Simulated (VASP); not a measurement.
# GeIrPt6 (Fm-3m) in VASP: further runs

GeIrPt6 is run at these levels: PBE; tasks: single point, relaxation of cell and atoms.

Program: VASP 6.6.1. These are calculated values, not measurements. Logs are shortened: lines on timing, memory, paths and dates and some standing lists are left out, and cuts for length are marked.

**1. The cell of the first run**

The structure is cubic, space group Fm-3m (No. 225). The conventional cell has a = 7.750 Å, b = 7.750 Å, c = 7.750 Å, α = 90.00°, β = 90.00°, γ = 90.00°. Within 3.6 Å of Ge (site symmetry m-3m) lie 12 Pt at 2.74 Å. Within 3.6 Å of Ir (site symmetry m-3m) lie 12 Pt at 2.74 Å. Pt (site symmetry mmm) has 2 Ge at 2.74 Å and 2 Ir at 2.74 Å and 8 Pt at 2.74 Å within 3.6 Å.

**2. Single point, PBE (14.54 Å³/atom)**

The input, INCAR:

```
PREC = Accurate ; ENCUT = 520
EDIFF = 1E-6 ; ISMEAR = 0
SIGMA = 0.1 ; LREAL = False
LASPH = True ; NELM = 80
ALGO = Fast ; ISIF = 2
LWAVE = False ; LCHARG = False
GGA = PE ; NBANDS = 52
```

The input, KPOINTS:

```
regular mesh
0
Gamma
  8 8 8
```

The input, POSCAR:

```
GeIrPt6
1.0
    0.0000000000      3.8748120192      3.8748120192
    3.8748120192      0.0000000000      3.8748120192
    3.8748120192      3.8748120192      0.0000000000
Ge Ir Pt
1 1 6
Direct
    0.0000000000      0.0000000000      0.0000000000
    0.5000000000      0.5000000000      0.5000000000
    0.5000000000      0.0000000000      0.0000000000
    0.0000000000      0.5000000000      0.0000000000
    0.0000000000      0.0000000000      0.5000000000
    0.5000000000      0.5000000000      0.0000000000
    0.0000000000      0.5000000000      0.5000000000
    0.5000000000      0.0000000000      0.5000000000
```

Potentials or basis: VASP PAW PBE potentials, release 64 (Ge_d, Ir, Pt).

The run is started by

```
> cat potpaw_PBE.64/Ge_d/POTCAR potpaw_PBE.64/Ir/POTCAR potpaw_PBE.64/Pt/POTCAR > POTCAR
> mpirun -np 1 vasp_std > vasp.out
```

OUTCAR:

```text
PREC = Accurate
   ENCUT = 520
   EDIFF = 1E-6
   ISMEAR = 0
   LREAL = False
   LASPH = True
   NELM = 80
   ISIF = 2
   GGA = PE

 ion  position               nearest neighbor table
   1  0.000  0.000  0.000-   3 2.74   4 2.74   5 2.74   5 2.74   7 2.74   8 2.74   4 2.74   6 2.74
                             7 2.74   3 2.74   6 2.74   8 2.74
   2  0.500  0.500  0.500-   6 2.74   7 2.74   8 2.74   3 2.74   4 2.74   6 2.74   3 2.74   5 2.74
                             8 2.74   4 2.74   5 2.74   7 2.74
   3  0.500  0.000  0.000-   1 2.74   6 2.74   8 2.74   2 2.74   5 2.74   8 2.74   2 2.74   4 2.74
                             6 2.74   1 2.74   4 2.74   5 2.74
   4  0.000  0.500  0.000-   1 2.74   6 2.74   7 2.74   2 2.74   5 2.74   7 2.74   1 2.74   3 2.74
                             5 2.74   2 2.74   3 2.74   6 2.74
   5  0.000  0.000  0.500-   1 2.74   7 2.74   8 2.74   1 2.74   3 2.74   4 2.74   2 2.74   4 2.74
                             7 2.74   2 2.74   3 2.74   8 2.74
   6  0.500  0.500  0.000-   2 2.74   3 2.74   4 2.74   2 2.74   7 2.74   8 2.74   1 2.74   3 2.74
                             8 2.74   1 2.74   4 2.74   7 2.74
   7  0.000  0.500  0.500-   2 2.74   4 2.74   5 2.74   1 2.74   4 2.74   6 2.74   1 2.74   5 2.74
                             8 2.74   2 2.74   6 2.74   8 2.74
   8  0.500  0.000  0.500-   2 2.74   3 2.74   5 2.74   1 2.74   3 2.74   6 2.74   2 2.74   6 2.74
                             7 2.74   1 2.74   5 2.74   7 2.74

  LATTYP: Found a face centered cubic cell.
 ALAT       =     7.7496240384

  Lattice vectors:

 A1 = (   0.0000000000,   3.8748120192,   3.8748120192)
 A2 = (   3.8748120192,   0.0000000000,   3.8748120192)
 A3 = (   3.8748120192,   3.8748120192,   0.0000000000)

Analysis of symmetry for initial positions (statically):
=====================================================================
 Subroutine PRICEL returns:
 Original cell was already a primitive cell.

 Routine SETGRP: Setting up the symmetry group for a
 face centered cubic supercell.

 Subroutine GETGRP returns: Found 48 space group operations
 (whereof 48 operations were pure point group operations)
 out of a pool of 48 trial point group operations.

The static configuration has the point symmetry O_h .

Analysis of symmetry for dynamics (positions and initial velocities):
=====================================================================
 Subroutine PRICEL returns:
 Original cell was already a primitive cell.

 Routine SETGRP: Setting up the symmetry group for a
 face centered cubic supercell.

 Subroutine GETGRP returns: Found 48 space group operations
 (whereof 48 operations were pure point group operations)
 out of a pool of 48 trial point group operations.

The dynamic configuration has the point symmetry O_h .

 Subroutine INISYM returns: Found 48 space group operations
 (whereof 48 operations are pure point group operations),
 and found     1 'primitive' translations

----------------------------------------------------------------------------------------

                                     Primitive cell

  volume of cell :     116.3542

  direct lattice vectors                    reciprocal lattice vectors
     0.000000000  3.874812019  3.874812019    -0.129038518  0.129038518  0.129038518
     3.874812019  0.000000000  3.874812019     0.129038518 -0.129038518  0.129038518
     3.874812019  3.874812019  0.000000000     0.129038518  0.129038518 -0.129038518

  length of vectors
     5.479811709  5.479811709  5.479811709     0.223501269  0.223501269  0.223501269

  position of ions in fractional coordinates (direct lattice)
     0.000000000  0.000000000  0.000000000
     0.500000000  0.500000000  0.500000000
     0.500000000  0.000000000  0.000000000
     0.000000000  0.500000000  0.000000000
     0.000000000  0.000000000  0.500000000
     0.500000000  0.500000000  0.000000000
     0.000000000  0.500000000  0.500000000
     0.500000000  0.000000000  0.500000000

  ion indices of the primitive-cell ions
   primitive index   ion index
                 1           1
                 2           2
                 3           3
                 4           4
                 5           5
                 6           6
                 7           7
                 8           8

----------------------------------------------------------------------------------------

 KPOINTS: regular mesh

Automatic generation of k-mesh.
 Grid dimensions read from file:
 generate k-points for:    8    8    8

 Generating k-lattice:

  Cartesian coordinates                     Fractional coordinates (reciprocal lattice)
    -0.016129815  0.016129815  0.016129815     0.125000000  0.000000000  0.000000000
     0.016129815 -0.016129815  0.016129815     0.000000000  0.125000000  0.000000000
     0.016129815  0.016129815 -0.016129815     0.000000000  0.000000000  0.125000000

  Length of vectors
     0.027937659  0.027937659  0.027937659

  Shift w.r.t. Gamma in fractional coordinates (k-lattice)
     0.000000000  0.000000000  0.000000000

 Subroutine IBZKPT returns following result:
 ===========================================

 Found     29 irreducible k-points:

 Following reciprocal coordinates:
            Coordinates               Weight
  0.000000  0.000000  0.000000      1.000000
  0.125000  0.000000  0.000000      8.000000
  0.250000  0.000000  0.000000      8.000000
  0.375000  0.000000  0.000000      8.000000
  0.500000  0.000000  0.000000      4.000000
  0.125000  0.125000  0.000000      6.000000
[... 16 lines left out ...]
  0.500000  0.250000  0.125000     48.000000
 -0.375000  0.250000  0.125000     24.000000
 [... further k-points ...]
   k-points           NKPTS =     29   k-points in BZ     NKDIM =     29   number of bands    NBANDS=     52
   number of dos      NEDOS =    301   number of ions     NIONS =      8
   total plane-waves  NPLWV =  74088
   dimension x,y,z NGX =    42 NGY =   42 NGZ =   42
   dimension x,y,z NGXF=    84 NGYF=   84 NGZF=   84
   ions per type =               1   1   6
   NGX,Y,Z   is equivalent  to a cutoff of  12.74, 12.74, 12.74 a.u.
   NGXF,Y,Z  is equivalent  to a cutoff of  25.48, 25.48, 25.48 a.u.
 SYSTEM =  unknown system
   PREC   = accura    normal or accurate (medium, high low for compatibility)
   ISTART =      0    job   : 0-new  1-cont  2-samecut
   ICHARG =      2    charge: 1-file 2-atom 10-const
   ISPIN  =      1    spin polarized calculation?
   LNONCOLLINEAR =      F non collinear calculations
   LSORBIT =      F    spin-orbit coupling
   LASPH  =      T    aspherical Exc in radial PAW
   ENCUT  =  520.0 eV  38.22 Ry    6.18 a.u.  10.19 10.19 10.19*2*pi/ulx,y,z
   NELM   =     80;   NELMIN=  2; NELMDL= -5     # of ELM steps
   EDIFF  = 0.1E-05   stopping-criterion for ELM
   LREAL  =      F    real-space projection
   EDIFFG = 0.1E-04   stopping-criterion for IOM
   NSW    =      0    number of steps for IOM
   IBRION =     -1    ionic relax: 0-MD 1-quasi-New 2-CG
   NFREE  =      0    steps in history (QN), initial steepest desc. (CG)
   ISIF   =      2    stress and relaxation
   ISYM   =      2    0-nonsym 1-usesym 2-fastsym
   POTIM  = 0.5000    time-step for ionic-motion
   TEBEG  =    0.0;   TEEND  =   0.0 temperature during run
   PSTRESS=    0.0 pullay stress
   NELECT =      83.0000    total number of electrons
   NUPDOWN=      -1.0000    fix difference up-down
   EMIN   =  10.00;   EMAX   =-10.00  energy-range for DOS
   EFERMI =   0.00;   METHOD = LEGACY
   ISMEAR =     0;   SIGMA  =   0.10  broadening in eV -4-tet -1-fermi 0-gaus
   EFERMI_NEDOS =   21; number of points for ismear=-14 and -15
   IALGO  =     68    algorithm
   IMIX   =      4    mixing-type and parameters
     AMIX     =   0.40;   BMIX     =  1.00
     AMIX_MAG =   1.60;   BMIX_MAG =  1.00
  volume/ion in A,a.u.               =      14.54        98.15
  Fermi-wavevector in a.u.,A,eV,Ry     =   1.462762  2.764219 29.111999  2.139672
  Thomas-Fermi vector in A             =   2.578937
   LORBIT       =      0    0 simple, 1 ext, 2 COOP (PROOUT), +10 PAW based schemes
   GGA     = PE    functional components
   LHFCALC =     F    Hartree Fock is set to
   AEXX    =    0.0000 exact exchange contribution
   IVDW    =     0    specifies the selected vdW correction
   LEPSILON=     F    determine dielectric tensor
   LRPA    =     F    only Hartree local field effects (RPA)
 non-spin polarized calculation
 RMM-DIIS sequential band-by-band and
 Gauss-broadening in eV      SIGMA  =   0.10
  energy-cutoff  :      520.00
  volume of cell :      116.35
 maximum number of plane-waves:      3156
 NGX is ok and might be reduce to    42
   NGX = 21   NGY = 21   NGZ = 21

 number of electron      82.9999991 magnetization

 Free energy of the ion-electron system (eV)
  ---------------------------------------------------
  ext. energy  EPLUGINS =         0.00000000
  ---------------------------------------------------
  free energy    TOTEN  =       -50.37547804 eV

  energy without entropy =      -50.33973948  energy(sigma->0) =      -50.35760876

 E-fermi :  11.5792     XC(G=0): -13.5902

 val. band max:       11.5698326517   @ k =   0.5000   0.2500   0.0000
 cond. band min:      11.5956514089   @ k =   0.1250   0.0000   0.0000
 fundamental gap:      0.0258187573
 Fermi energy:        11.5791814292

 k-point     1 :       0.0000    0.0000    0.0000
  band No.  band energies     occupation
      1     -13.7995      2.00000
      2     -13.7995      2.00000
      3     -13.7995      2.00000
      4     -13.7896      2.00000
      5     -13.7896      2.00000
      6      -0.6640      2.00000
[... 44 lines left out ...]
     51      16.9012      0.00000
     52      16.9012      0.00000

 k-point     2 :       0.1250    0.0000    0.0000
  band No.  band energies     occupation
      1     -13.7990      2.00000
      2     -13.7990      2.00000
      3     -13.7989      2.00000
      4     -13.7893      2.00000
      5     -13.7893      2.00000
      6      -0.5355      2.00000
[... 44 lines left out ...]
     51      16.9406      0.00000
     52      17.5586      0.00000

 k-point     3 :       0.2500    0.0000    0.0000
  band No.  band energies     occupation
      1     -13.7980      2.00000
      2     -13.7980      2.00000
      3     -13.7977      2.00000
      4     -13.7885      2.00000
      5     -13.7885      2.00000
      6      -0.1749      2.00000
[... 44 lines left out ...]
     51      17.0684      0.00000
     52      18.8517      0.00000
[... 1046 lines left out ...]
 k-point    23 :       0.5000    0.2500    0.1250
  band No.  band energies     occupation
      1     -13.7971      2.00000
      2     -13.7959      2.00000
      3     -13.7951      2.00000
      4     -13.7876      2.00000
      5     -13.7871      2.00000
      6       0.5662      2.00000
[... 44 lines left out ...]
     51      17.7885      0.00000
     52      19.0083      0.00000

 k-point    24 :      -0.3750    0.2500    0.1250
  band No.  band energies     occupation
      1     -13.7963      2.00000
      2     -13.7961      2.00000
      3     -13.7947      2.00000
      4     -13.7873      2.00000
      5     -13.7870      2.00000
      6       0.8103      2.00000
[... 44 lines left out ...]
     51      17.9281      0.00000
     52      18.4283      0.00000

 [... further k-points ...]

------------------------ aborting loop because EDIFF is reached ----------------------------------------

  FORCE on cell =-STRESS in cart. coord.  units (eV):
  Direction    XX          YY          ZZ          XY          YZ          ZX
  --------------------------------------------------------------------------------------
  -------------------------------------------------------------------------------------
  Total       12.4025443     12.4025443     12.4025443      0.0000000      0.0000000     -0.0000000
  in kB      170.7809636    170.7809636    170.7809636      0.0000000      0.0000000     -0.0000000
  external PRESSURE =     170.7809636 kB  Pullay stress =       0.0000000 kB

 VOLUME and BASIS-vectors are now :
 -----------------------------------------------------------------------------
  energy-cutoff  :      520.00
  volume of cell :      116.35
      direct lattice vectors                 reciprocal lattice vectors
     0.000000000  3.874812019  3.874812019    -0.129038518  0.129038518  0.129038518
     3.874812019  0.000000000  3.874812019     0.129038518 -0.129038518  0.129038518
     3.874812019  3.874812019  0.000000000     0.129038518  0.129038518 -0.129038518

 POSITION                                       TOTAL-FORCE (eV/Angst)
 -----------------------------------------------------------------------------------
      0.00000      0.00000      0.00000         0.000000      0.000000      0.000000
      3.87481      3.87481      3.87481        -0.000000      0.000000      0.000000
      0.00000      1.93741      1.93741        -0.000000      0.000000      0.000000
      1.93741      0.00000      1.93741        -0.000000      0.000000     -0.000000
      1.93741      1.93741      0.00000        -0.000000     -0.000000     -0.000000
      1.93741      1.93741      3.87481         0.000000     -0.000000     -0.000000
      3.87481      1.93741      1.93741         0.000000      0.000000      0.000000
      1.93741      3.87481      1.93741        -0.000000     -0.000000      0.000000
 -----------------------------------------------------------------------------------
    total drift:                               -0.000000     -0.000000      0.000000

  FREE ENERGIE OF THE ION-ELECTRON SYSTEM (eV)
  ---------------------------------------------------
  free  energy   TOTEN  =       -50.3754780401 eV

  energy  without entropy=      -50.3397394826  energy(sigma->0) =      -50.35760876
```

It took 7.7 min on 1 thread of Intel Xeon 8259CL, shared host; peak memory 0.35 GiB.

Results:

| Item | Value |
| --- | --- |
| Free energy | -50.3755 eV |
| Pressure | 17.1 GPa |
| Band gap on the k mesh | zero (an odd number of electrons rules out a gap without spin polarisation) |

Caveat: the cell stands under pressure; spin-orbit coupling is left out, which moves the levels of the heavy elements.

**3. Single point, PBE**

This run uses another cell than the first one, of 15.47 Å³/atom.

The input, INCAR:

```
SYSTEM = GeIrPt6
ALGO     = Fast           ! electronic algorithm
EDIFF    = 1E-6           ! SCF threshold, eV
ENCUT    = 520            ! plane-wave cutoff, eV
GGA      = PE             ! functional
ISIF     = 2              ! what is computed and relaxed
ISMEAR   = 0              ! smearing method
LASPH    = .TRUE.         ! aspherical terms in the spheres
LCHARG   = .TRUE.         ! write CHGCAR
LELF     = .TRUE.         ! ELF
LREAL    = .FALSE.        ! projectors in reciprocal space
LVHAR    = .TRUE.       
LWAVE    = .FALSE.        ! write WAVECAR
NBANDS   = 52             ! bands
NELM     = 60             ! most SCF steps
PREC     = Accurate       ! precision mode
SIGMA    = 0.1            ! smearing width, eV
```

The input, KPOINTS:

```
k-points
0
G
  8 8 8
  0 0 0
```

POSCAR, as its differences from that of step 2:

```diff
@@ -2,5 +2,5 @@
 1.0
-    0.0000000000      3.8748120192      3.8748120192
-    3.8748120192      0.0000000000      3.8748120192
-    3.8748120192      3.8748120192      0.0000000000
+    0.0000000000      3.9555603991      3.9555603991
+    3.9555603991      0.0000000000      3.9555603991
+    3.9555603991      3.9555603991      0.0000000000
 Ge Ir Pt
```

Potentials or basis: VASP PAW PBE potentials, release 64 (Ge_d, Ir, Pt).

The run is started by

```
> cat potpaw_PBE.64/Ge_d/POTCAR potpaw_PBE.64/Ir/POTCAR potpaw_PBE.64/Pt/POTCAR > POTCAR
> mpirun -np 1 vasp_std > vasp.out
```

Run time: 8.3 min. Hardware: 1 thread of Intel Xeon 8259CL, shared host; peak memory 0.36 GiB.

The run converged. Its results:

- Free energy: -50.7451 eV
- Pressure: -0.3 GPa
- Band gap on the k mesh: zero (an odd number of electrons rules out a gap without spin polarisation)

Levels at points of the mesh, in eV from the Fermi level:
| k point | band 39 | band 40 | band 41 | band 42 | band 43 | band 44 | band 45 | band 46 |
| --- | --- | --- | --- | --- | --- | --- | --- | --- |
| (0.00, 0.00, 0.00) | 0.32 | 0.32 | 0.32 | 0.44 | 0.44 | 0.67 | 0.67 | 0.67 |
| (0.50, 0.00, 0.00) | -1.11 | 0.01 | 0.02 | 0.48 | 0.48 | 1.29 | 1.29 | 2.39 |
| (0.50, 0.50, 0.00) | -1.44 | -0.98 | -0.87 | -0.74 | 0.33 | 1.26 | 1.26 | 1.73 |

Caveat: spin-orbit coupling is left out, which moves the levels of the heavy elements.

**4. Relaxation of cell and atoms, PBE**

This run uses another cell than the first one, of 15.50 Å³/atom.

The input, INCAR:

```
ALGO = Fast
EDIFF = 1E-6
EDIFFG = -0.01
ENCUT = 600
GGA = PE
IBRION = 2
ISIF = 3
ISMEAR = 0
LASPH = True
LCHARG = False
LREAL = False
LWAVE = False
NELM = 100
NSW = 100
PREC = Accurate
SIGMA = 0.1
```

The input, KPOINTS:

```
k-points
0
Gamma
  8 8 8
```

POSCAR, as its differences from that of step 3:

```diff
@@ -2,5 +2,5 @@
 1.0
-    0.0000000000      3.9555603991      3.9555603991
-    3.9555603991      0.0000000000      3.9555603991
-    3.9555603991      3.9555603991      0.0000000000
+    0.0000000000      3.9580000000      3.9580000000
+    3.9580000000      0.0000000000      3.9580000000
+    3.9580000000      3.9580000000      0.0000000000
 Ge Ir Pt
```

The run is started by

```
> cat potpaw_PBE.64/Ge_d/POTCAR potpaw_PBE.64/Ir/POTCAR potpaw_PBE.64/Pt/POTCAR > POTCAR
> mpirun -np 1 vasp_std > vasp.out
```

Run time: 23 min. Hardware: 1 thread of Intel Xeon 8259CL, shared host; peak memory 0.46 GiB.

The run converged. Its results:

```yaml
Free_energy: -50.7463 eV
Relaxed_volume: 15.46 Å³/atom
Relaxed_cell: a = 5.592 Å, b = 5.592 Å, c = 5.592 Å, α = 60.00°, β = 60.00°, γ = 60.00°
Space_group_after_relaxing_to_0.1_Å: Fm-3m (No. 225)
Energy_gained_by_relaxing: 0.1 meV/atom
Ionic_steps: 3
Pressure_after_relaxing: 0.0 GPa
Band_gap_on_the_k_mesh: zero (an odd number of electrons rules out a gap without spin polarisation)
```

The path:
```csv
step,energy change (eV),largest force (eV/Å),pressure (GPa),volume (Å³)
1,0.0000,0.0000,-0.65,124.01
2,0.0032,0.0000,1.60,122.88
3,-0.0007,0.0000,0.02,123.67
```

Final structure:
```cif
data_structure
_symmetry_space_group_name_H-M 'P 1'
_symmetry_Int_Tables_number 1
_cell_length_a 5.5924
_cell_length_b 5.5924
_cell_length_c 5.5924
_cell_angle_alpha 60.000
_cell_angle_beta 60.000
_cell_angle_gamma 60.000
_cell_volume 123.67
loop_
_atom_site_label
_atom_site_type_symbol
_atom_site_fract_x
_atom_site_fract_y
_atom_site_fract_z
_atom_site_occupancy
Ge1 Ge 0.00000 0.00000 0.00000 1
Ir1 Ir 0.50000 0.50000 0.50000 1
Pt1 Pt 0.50000 0.00000 0.00000 1
Pt2 Pt 0.00000 0.50000 0.00000 1
Pt3 Pt 0.00000 0.00000 0.50000 1
Pt4 Pt 0.50000 0.50000 0.00000 1
Pt5 Pt 0.00000 0.50000 0.50000 1
Pt6 Pt 0.50000 0.00000 0.50000 1
```

Levels at points of the mesh, in eV from the Fermi level:
| k point | band 38 | band 39 | band 40 | band 41 | band 42 | band 43 | band 44 | band 45 | band 46 | band 47 |
| --- | --- | --- | --- | --- | --- | --- | --- | --- | --- | --- |
| (0.00, 0.00, 0.00) | 0.23 | 0.32 | 0.32 | 0.32 | 0.44 | 0.44 | 0.68 | 0.68 | 0.68 | 1.05 |
| (0.50, 0.00, 0.00) | -1.11 | -1.11 | 0.01 | 0.02 | 0.48 | 0.48 | 1.29 | 1.29 | 2.39 | 2.39 |
| (0.50, 0.50, 0.00) | -1.45 | -1.45 | -0.99 | -0.87 | -0.74 | 0.33 | 1.26 | 1.26 | 1.74 | 4.62 |

Caveat: spin-orbit coupling is left out, which moves the levels of the heavy elements.

**5. Overview**

```tsv
task	cell	cutoff (eV)	gap on the mesh (eV)	pressure (GPa)
single point	a = 5.480 Å, angles 60.0°, 8 atoms	520	none	17.1
single point	a = 5.594 Å, angles 60.0°, 8 atoms	520	none	-0.3
relaxation of cell and atoms	relaxed from a = 5.597 Å, angles 60.0°, 8 atoms	600	none	0.0
```

Alike in all rows: level PBE; potentials or basis VASP PAW PBE potentials, release 64 (Ge_d, Ir, Pt); no spin polarisation; k mesh 8 × 8 × 8; smearing gaussian 0.1 eV.

Caveats: spin-orbit coupling is left out, which moves the levels of the heavy elements; the cell stands under pressure (at least some runs).

Total energies depend on the potentials used, so only differences within one code and one set of settings carry meaning.

The gap in the log of VASP goes by the Fermi energy; the results here count the filled bands.